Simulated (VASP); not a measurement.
# Hf (P6/mmm) in VASP: a series of runs

The runs below take Hf through relaxation of cell and atoms, with PBE.

Everything below comes from runs of VASP 6.6.1. Logs are shortened: lines on timing, memory, paths and dates and some standing lists are left out, and cuts for length are marked.

## (1) The cell of the first run

It takes space group P6/mmm (No. 191, hexagonal). Conventional cell: a = 2.394 Å, b = 2.394 Å, c = 2.250 Å, α = 90.00°, β = 90.00°, γ = 120.00°. Within 3.0 Å of Hf (site symmetry 6/mmm) lie 8 Hf at 2.25 to 2.39 Å.

This isn't the form of Hf at room conditions, which is hcp.

## (2) Relaxation of cell and atoms, PBE, target pressure 250 GPa, at which the enthalpy is minimised

File INCAR:

```
SYSTEM = Hf
PREC = Accurate ; ENCUT = 600
EDIFF = 1E-7 ; ISMEAR = -1
SIGMA = 0.1 ; LREAL = .FALSE.
LASPH = .TRUE. ; NELM = 80
ALGO = Normal ; ISIF = 3
LWAVE = .FALSE. ; LCHARG = .FALSE.
GGA = PE ; IBRION = 2
NSW = 60 ; EDIFFG = -0.005
PSTRESS = 2500.0
```

File KPOINTS:

```
Automatic mesh
0
G
  18 18 17
  0 0 0
```

File POSCAR:

```
Hf
1.0
    2.3941246848      0.0000000000      0.0000000000
   -1.1970623424      2.0733727968      0.0000000000
    0.0000000000      0.0000000000      2.2504772037
Hf
1
Direct
    0.0000000000      0.0000000000      0.0000000000
```

Potentials or basis: VASP PAW PBE potentials, release 64 (Hf_pv).

Command:

```bash
$ cat potpaw_PBE.64/Hf_pv/POTCAR > POTCAR
$ mpirun -np 1 vasp_std > vasp.out
```

OUTCAR:

```text
SYSTEM = Hf
   PREC = Accurate
   ENCUT = 600
   EDIFF = 1E-7
   ISMEAR = -1
   LREAL = .FALSE.
   LASPH = .TRUE.
   NELM = 80
   ISIF = 3
   GGA = PE
   IBRION = 2
   NSW = 60
   EDIFFG = -0.005
   PSTRESS = 2500.0

 ion  position               nearest neighbor table
   1  0.000  0.000  0.000-

  LATTYP: Found a hexagonal cell.
 ALAT       =     2.3941246848
 C/A-ratio  =     0.9400000000

  Lattice vectors:

 A1 = (   2.3941246848,   0.0000000000,   0.0000000000)
 A2 = (  -1.1970623424,   2.0733727968,   0.0000000000)
 A3 = (   0.0000000000,   0.0000000000,   2.2504772037)

Analysis of symmetry for initial positions (statically):
=====================================================================
 Subroutine PRICEL returns:
 Original cell was already a primitive cell.

 Routine SETGRP: Setting up the symmetry group for a
 hexagonal supercell.

 Subroutine GETGRP returns: Found 24 space group operations
 (whereof 24 operations were pure point group operations)
 out of a pool of 24 trial point group operations.

The static configuration has the point symmetry D_6h.

Analysis of symmetry for dynamics (positions and initial velocities):
=====================================================================
 Subroutine PRICEL returns:
 Original cell was already a primitive cell.

 Routine SETGRP: Setting up the symmetry group for a
 hexagonal supercell.

 Subroutine GETGRP returns: Found 24 space group operations
 (whereof 24 operations were pure point group operations)
 out of a pool of 24 trial point group operations.

The dynamic configuration has the point symmetry D_6h.

 Subroutine INISYM returns: Found 24 space group operations
 (whereof 24 operations are pure point group operations),
 and found     1 'primitive' translations

----------------------------------------------------------------------------------------

                                     Primitive cell

  volume of cell :      11.1712

  direct lattice vectors                    reciprocal lattice vectors
     2.394124685  0.000000000  0.000000000     0.417689190  0.241152966  0.000000000
    -1.197062342  2.073372797  0.000000000     0.000000000  0.482305932  0.000000000
     0.000000000  0.000000000  2.250477204     0.000000000  0.000000000  0.444350202

  length of vectors
     2.394124685  2.394124685  2.250477204     0.482305932  0.482305932  0.444350202

  position of ions in fractional coordinates (direct lattice)
     0.000000000  0.000000000  0.000000000

  ion indices of the primitive-cell ions
   primitive index   ion index
                 1           1

----------------------------------------------------------------------------------------

 KPOINTS: Automatic mesh

Automatic generation of k-mesh.
 Grid dimensions read from file:
 generate k-points for:   18   18   17

 Generating k-lattice:

  Cartesian coordinates                     Fractional coordinates (reciprocal lattice)
     0.023204955  0.013397387  0.000000000     0.055555556  0.000000000  0.000000000
     0.000000000  0.026794774  0.000000000     0.000000000  0.055555556  0.000000000
     0.000000000  0.000000000  0.026138247     0.000000000  0.000000000  0.058823529

  Length of vectors
     0.026794774  0.026794774  0.026138247

  Shift w.r.t. Gamma in fractional coordinates (k-lattice)
     0.000000000  0.000000000  0.000000000

 Subroutine IBZKPT returns following result:
 ===========================================

 Found    333 irreducible k-points:

 Following reciprocal coordinates:
            Coordinates               Weight
  0.000000  0.000000  0.000000      1.000000
  0.055556  0.000000  0.000000      6.000000
  0.111111  0.000000  0.000000      6.000000
  0.166667  0.000000  0.000000      6.000000
  0.222222  0.000000  0.000000      6.000000
  0.277778  0.000000  0.000000      6.000000
[... 16 lines left out ...]
  0.333333  0.111111  0.000000     12.000000
  0.388889  0.111111  0.000000     12.000000
 [... further k-points ...]
   k-points           NKPTS =    333   k-points in BZ     NKDIM =    333   number of bands    NBANDS=      9
   number of dos      NEDOS =    301   number of ions     NIONS =      1
   total plane-waves  NPLWV =   7200
   dimension x,y,z NGX =    20 NGY =   20 NGZ =   18
   dimension x,y,z NGXF=    40 NGYF=   40 NGZF=   36
   ions per type =               1
   NGX,Y,Z   is equivalent  to a cutoff of  13.89, 13.89, 13.30 a.u.
   NGXF,Y,Z  is equivalent  to a cutoff of  27.78, 27.78, 26.59 a.u.
 SYSTEM =  Hf
   PREC   = accura    normal or accurate (medium, high low for compatibility)
   ISTART =      0    job   : 0-new  1-cont  2-samecut
   ICHARG =      2    charge: 1-file 2-atom 10-const
   ISPIN  =      1    spin polarized calculation?
   LNONCOLLINEAR =      F non collinear calculations
   LSORBIT =      F    spin-orbit coupling
   LASPH  =      T    aspherical Exc in radial PAW
   ENCUT  =  600.0 eV  44.10 Ry    6.64 a.u.   4.78  4.78  4.49*2*pi/ulx,y,z
   NELM   =     80;   NELMIN=  2; NELMDL= -5     # of ELM steps
   EDIFF  = 0.1E-06   stopping-criterion for ELM
   LREAL  =      F    real-space projection
   EDIFFG = -.5E-02   stopping-criterion for IOM
   NSW    =     60    number of steps for IOM
   IBRION =      2    ionic relax: 0-MD 1-quasi-New 2-CG
   NFREE  =      1    steps in history (QN), initial steepest desc. (CG)
   ISIF   =      3    stress and relaxation
   ISYM   =      2    0-nonsym 1-usesym 2-fastsym
   POTIM  = 0.5000    time-step for ionic-motion
   TEBEG  =    0.0;   TEEND  =   0.0 temperature during run
   PSTRESS= 2500.0 pullay stress
   NELECT =      10.0000    total number of electrons
   NUPDOWN=      -1.0000    fix difference up-down
   EMIN   =  10.00;   EMAX   =-10.00  energy-range for DOS
   EFERMI =   0.00;   METHOD = LEGACY
   ISMEAR =    -1;   SIGMA  =   0.10  broadening in eV -4-tet -1-fermi 0-gaus
   EFERMI_NEDOS =   21; number of points for ismear=-14 and -15
   IALGO  =     38    algorithm
   IMIX   =      4    mixing-type and parameters
     AMIX     =   0.40;   BMIX     =  1.00
     AMIX_MAG =   1.60;   BMIX_MAG =  1.00
  volume/ion in A,a.u.               =      11.17        75.39
  Fermi-wavevector in a.u.,A,eV,Ry     =   1.577763  2.981541 33.869495  2.489338
  Thomas-Fermi vector in A             =   2.678396
   LORBIT       =      0    0 simple, 1 ext, 2 COOP (PROOUT), +10 PAW based schemes
   GGA     = PE    functional components
   LHFCALC =     F    Hartree Fock is set to
   AEXX    =    0.0000 exact exchange contribution
   IVDW    =     0    specifies the selected vdW correction
   LEPSILON=     F    determine dielectric tensor
   LRPA    =     F    only Hartree local field effects (RPA)
 conjugate gradient relaxation of ions
 non-spin polarized calculation
  energy-cutoff  :      600.00
  volume of cell :       11.17
 maximum number of plane-waves:       393
 NGX is ok and might be reduce to    20
   NGX =  9   NGY =  9   NGZ =  9

--------------------------------------- Ionic step        1  -------------------------------------------

 number of electron      10.0000000 magnetization

 number of electron       9.9999999 magnetization

 Free energy of the ion-electron system (eV)
  ---------------------------------------------------
  ext. energy  EPLUGINS =         0.00000000
  ---------------------------------------------------
  free energy    TOTEN  =        -4.12789370 eV

  energy without entropy =       -4.11542062  energy(sigma->0) =       -4.12165716

------------------------ aborting loop because EDIFF is reached ----------------------------------------

  FORCE on cell =-STRESS in cart. coord.  units (eV):
  Direction    XX          YY          ZZ          XY          YZ          ZX
  --------------------------------------------------------------------------------------
  -------------------------------------------------------------------------------------
  Total       17.2749728     17.2749728     19.9730207      0.0000000      0.0000000     -0.0000000
  in kB     2477.5884945   2477.5884943   2864.5443847      0.0000000      0.0000000     -0.0000000
  external PRESSURE =     106.5737912 kB  Pullay stress =    2500.0000000 kB
[... 22 lines left out ...]
  enthalpy is  TOTEN    =        13.3033431890 eV   P V=       17.4312368926

--------------------------------------- Ionic step        2  -------------------------------------------

 number of electron       9.9999998 magnetization

 E-fermi :   9.5810     XC(G=0): -14.2514

 val. band max:        9.5760741015   @ k =   0.1667   0.1111   0.1176
 cond. band min:       9.5902617413   @ k =   0.4444   0.0556   0.1176
 fundamental gap:      0.0141876398
 Fermi energy:         9.5810100250

 k-point     1 :       0.0000    0.0000    0.0000
  band No.  band energies     occupation
      1     -19.5100      2.00000
      2     -17.6223      2.00000
      3     -17.6223      2.00000
      4       1.6188      2.00000
      5       5.3833      2.00000
      6      11.4368      0.00000
      7      11.4368      0.00000
      8      22.0264      0.00000
      9      22.0264      0.00000
[... 341 lines left out ...]
  FREE ENERGIE OF THE ION-ELECTRON SYSTEM (eV)
  ---------------------------------------------------
  free  energy   TOTEN  =        -4.4977824815 eV

  energy  without entropy=       -4.4848432275  energy(sigma->0) =       -4.49131285

  enthalpy is  TOTEN    =        13.2795987384 eV   P V=       17.7773812199

[... ionic steps 4 to 7 ...]

--------------------------------------- Ionic step        8  -------------------------------------------

 number of electron      10.0000001 magnetization

------------------------ aborting loop because EDIFF is reached ----------------------------------------

  FORCE on cell =-STRESS in cart. coord.  units (eV):
  Direction    XX          YY          ZZ          XY          YZ          ZX
  --------------------------------------------------------------------------------------
  -------------------------------------------------------------------------------------
  Total       17.6412313     17.6412313     17.6707249      0.0000000     -0.0000000      0.0000000
  in kB     2500.5610958   2500.5610956   2504.7416835      0.0000000     -0.0000000      0.0000000
  external PRESSURE =       1.9546250 kB  Pullay stress =    2500.0000000 kB
[... 59 lines left out ...]
  enthalpy is  TOTEN    =        13.2778138837 eV   P V=       17.6543300750

--------------------------------------- Ionic step       10  -------------------------------------------

 number of electron      10.0000001 magnetization

 Free energy of the ion-electron system (eV)
  ---------------------------------------------------
  ext. energy  EPLUGINS =         0.00000000
  ---------------------------------------------------
  free energy    TOTEN  =        -4.36356143 eV

  energy without entropy =       -4.35072455  energy(sigma->0) =       -4.35714299

 E-fermi :  10.5216     XC(G=0): -14.7932

 val. band max:       10.5117537900   @ k =   0.3889   0.1667   0.1176
 cond. band min:      10.5236872712   @ k =   0.0000   0.0000   0.2353
 fundamental gap:      0.0119334812
 Fermi energy:        10.5216441001

 k-point     1 :       0.0000    0.0000    0.0000
  band No.  band energies     occupation
      1     -17.3718      2.00000
      2     -16.8701      2.00000
      3     -16.8701      2.00000
      4       2.6470      2.00000
      5       5.7672      2.00000
      6      11.9165      0.00000
      7      11.9165      0.00000
      8      24.4465      0.00000
      9      24.4465      0.00000
[... 304 lines left out ...]
  FREE ENERGIE OF THE ION-ELECTRON SYSTEM (eV)
  ---------------------------------------------------
  free  energy   TOTEN  =        -4.3635614331 eV

  energy  without entropy=       -4.3507245483  energy(sigma->0) =       -4.35714299

  enthalpy is  TOTEN    =        13.2777681879 eV   P V=       17.6413296210

 reached required accuracy - stopping structural energy minimisation
```

It took 2.9 min on 1 thread of Intel Xeon Platinum 8259CL at 2.50GHz (Skylake/Cascade Lake), shared host; peak memory 0.18 GiB.

What came out:

| Property | Result |
| --- | --- |
| Free energy | -4.3636 eV |
| Relaxed volume | 11.31 Å³/atom |
| Relaxed cell | a = 2.384 Å, b = 2.384 Å, c = 2.297 Å, α = 90.00°, β = 90.00°, γ = 120.00° |
| Space group after relaxing (to 0.1 Å) | P6/mmm (No. 191) |
| Energy change on relaxing (the run minimises the enthalpy) | -235.7 meV/atom |
| Ionic steps | 10 |
| Pressure after relaxing | 250.0 GPa |
| Band gap on the k mesh | zero (bands 5 and 6 overlap by 4.04 eV) |

The path:
| step | energy change (eV) | largest force (eV/Å) | pressure (GPa) | volume (Å³) |
| --- | --- | --- | --- | --- |
| 1 | 0.0000 | 0.0000 | 260.66 | 11.17 |
| 2 | -1.3487 | 0.0000 | 191.12 | 12.35 |
| 3 | -0.3699 | 0.0000 | 243.41 | 11.39 |
| 4 | -0.3295 | 0.0000 | 245.29 | 11.37 |
| 5 | -0.3234 | 0.0000 | 245.58 | 11.36 |
| 6 | 0.2872 | 0.0000 | 276.11 | 10.99 |
| 7 | -0.2334 | 0.0000 | 250.11 | 11.30 |
| 8 | -0.2316 | 0.0000 | 250.20 | 11.30 |
| 9 | -0.2486 | 0.0000 | 249.40 | 11.31 |
| 10 | -0.2357 | 0.0000 | 250.01 | 11.31 |

Final structure:
```yaml
crystal:
  lattice:
    - [2.38410, 0.00000, 0.00000]
    - [-1.19205, 2.06469, 0.00000]
    - [0.00000, 0.00000, 2.29679]
  atoms:
    - { symbol: Hf, position: [0.00000, 0.00000, 0.00000] }
```

Levels at points of the mesh, in eV from the Fermi level:
```csv
k point,band 2,band 3,band 4,band 5,band 6,band 7,band 8,band 9
"(0.00, 0.00, 0.00)",-27.39,-27.39,-7.87,-4.75,1.39,1.39,13.92,13.92
"(0.50, 0.00, 0.00)",-28.91,-26.95,-6.64,-1.76,4.06,5.29,11.61,14.54
```

Caveat: the cell is relaxed towards a set pressure, so the run minimises the enthalpy, not the energy; spin-orbit coupling is left out, which moves the levels of the heavy elements.

[end of part 1 of 2]
